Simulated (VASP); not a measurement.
## Nd4O: relaxation of cell and atoms with PBE

The system is Nd4O.

```
Nd O
1.0
     5.12693    0.00000    0.00000
     0.00000    5.12693    0.00000
     0.00000    0.00000    5.12693
Nd O
4 1
Direct
  0.00000 0.50000 0.50000
  0.50000 0.00000 0.50000
  0.50000 0.50000 0.00000
  0.00000 0.00000 0.00000
  0.50000 0.50000 0.50000
```

The cell was generated, and may not be a known phase.

| Property | Result |
| --- | --- |
| Program | VASP 6.6.1 |
| Task | relaxation of cell and atoms |
| Functional | PBE |
| Potentials or basis | VASP PAW PBE potentials, release 64 (Nd_3, O), 4f in core |
| Cutoff | 600 eV |
| k mesh | 8 × 8 × 8 |
| Occupations | gaussian, width 0.1 eV |
| Spin | no spin polarisation |
| Dipole correction | no |
| Further INCAR settings | ALGO = Normal; EDIFF = 1e-07; IBRION = 2; EDIFFG = -0.01; NSW = 100; ISIF = 3 |

The relaxed volume is 27.02 Å³/atom and the relaxed cell is a = 5.131 Å, b = 5.131 Å, c = 5.131 Å, α = 90.00°, β = 90.00°, γ = 90.00°. The space group after relaxing (to 0.1 Å) is Pm-3m (No. 221), the energy gained by relaxing is 0.0 meV/atom and the ionic steps are 2. The pressure after relaxing is 0.0 GPa and the band gap on the k mesh is zero (bands 25 and 26 overlap by 2.75 eV).

Final structure:
```
Nd O
1.0
     5.13110    0.00000    0.00000
     0.00000    5.13110    0.00000
     0.00000    0.00000    5.13110
Nd O
4 1
Direct
  0.00000 0.50000 0.50000
  0.50000 0.00000 0.50000
  0.50000 0.50000 0.00000
  0.00000 0.00000 0.00000
  0.50000 0.50000 0.50000
```

Levels at points of the mesh, in eV from the Fermi level:
| k point | band 22 | band 23 | band 24 | band 25 | band 26 | band 27 | band 28 | band 29 |
| --- | --- | --- | --- | --- | --- | --- | --- | --- |
| (0.00, 0.00, 0.00) | -2.12 | -2.12 | -1.48 | -1.48 | -1.48 | 1.47 | 1.47 | 1.47 |
| (0.50, 0.00, 0.00) | -1.61 | -0.89 | -0.41 | -0.30 | 0.37 | 0.37 | 0.95 | 0.95 |
| (0.50, 0.50, 0.00) | -0.46 | -0.28 | -0.28 | 0.33 | 0.34 | 0.34 | 0.45 | 0.85 |
| (0.50, 0.50, 0.50) | -1.14 | -1.14 | -1.14 | 1.28 | 1.28 | 1.28 | 1.34 | 1.34 |

It took 4.2 min on 1 thread of Intel(R) Xeon(R) Platinum 8259CL CPU @ 2.50GHz (Skylake/Cascade Lake) (shared host), peak memory 0.35 GiB.

Caveat: spin-orbit coupling is left out, which moves the levels of the heavy elements; the 4f electrons are frozen in the core, so they carry no moment and show no levels; the run has no spin polarisation, though such a crystal can be magnetic. With open d or f shells a metallic result of PBE can be an artefact of self-interaction; +U or a hybrid may open a gap.
